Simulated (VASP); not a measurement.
Here is a VASP 6.6.1 calculation.

INCAR

```
SYSTEM = AgH16O8F
ALGO     = Normal         ! electronic algorithm
EDIFF    = 1E-6           ! SCF threshold, eV
ENCUT    = 520            ! plane-wave cutoff, eV
GGA      = PE             ! functional
GGA_COMPAT= .FALSE.      
ISIF     = 2              ! what is computed and relaxed
ISMEAR   = -1             ! smearing method
IVDW     = 12             ! dispersion correction
LASPH    = .TRUE.         ! aspherical terms in the spheres
LCHARG   = .TRUE.         ! write CHGCAR
LELF     = .TRUE.         ! ELF
LREAL    = .FALSE.        ! projectors in reciprocal space
LVHAR    = .TRUE.       
LWAVE    = .FALSE.        ! write WAVECAR
NBANDS   = 60             ! bands
NELM     = 120            ! most SCF steps
PREC     = Accurate       ! precision mode
SIGMA    = 0.02           ! smearing width, eV
```

KPOINTS

```
k-points
0
G
  1 1 1
  0 0 0
```

Contents of POSCAR:

```
AgH16O8F
1.0
    7.1738770000      0.0000000000      0.0000000000
    0.0000000000      7.1738770000      0.0000000000
    0.0000000000      0.0000000000      7.1738770000
O H Ag F
8 16 1 1
Direct
    0.1581989766      0.7004859437      0.7058944557
    0.4951855182      0.6402117014      0.4043699104
    0.3201197902      0.2331096560      0.7768742062
    0.8568867294      0.8965445045      0.0894216614
    0.3748043074      0.7755499572      1.0266554612
    0.7859209184      0.8422363528      0.5044552618
    0.9598854288      0.3395792819     -0.0047812361
    0.4339076346      0.3034203123      0.2994893835
    0.2325241986      0.6883028521      0.5962884504
    0.0357826040      0.7221757496      0.6546529861
    0.4368628010      0.6824900957      0.2893832721
    0.5051243560      0.5071455783      0.3743582445
    0.3382410933      0.1915839929      0.6482129537
    0.4442785958      0.2158525996      0.8416508953
    0.7642032335      0.9847255536      0.0400620195
    0.8418181689      0.8615006920      0.2208429278
    0.4822078773      0.8495266925      0.9875273858
    0.3348956220      0.6991059367      0.9112924573
    0.7479637580      0.9475490031      0.5767592614
    0.6612881710      0.7744348000      0.4722551000
    1.0099002255      0.3852589053     -0.1203533320
    0.8370090538      0.2871668973     -0.0300534843
    0.3106827731      0.3255561811      0.2514400512
    0.4928158094      0.2429090992      0.1944555224
    0.1349897691      0.0207140435      0.9618508932
    0.6222716113      0.1696990344     -0.0094648960
```

Potentials or basis: VASP PAW PBE potentials, release 64 (O, H, Ag, F).

Launch:

```bash
$ cat potpaw_PBE.64/O/POTCAR potpaw_PBE.64/H/POTCAR potpaw_PBE.64/Ag/POTCAR potpaw_PBE.64/F/POTCAR > POTCAR
$ mpirun -np 1 vasp_gam > vasp.out
```

Task: What does it give for the pressure?

Result: -0.5 GPa.

Task: What does it give for the largest force?

Result: 1.934 eV/Å.

Task: Estimate the dispersion energy per atom.

Result: -0.033 eV.

Stress tensor (GPa, compression positive):
```
-0.51 -0.50 -0.72
-0.50  0.10  0.15
-0.72  0.15 -1.19
```

Caveat: the k points lie up to 0.88 Å⁻¹ apart; the atoms stand as in a frame of molecular dynamics.
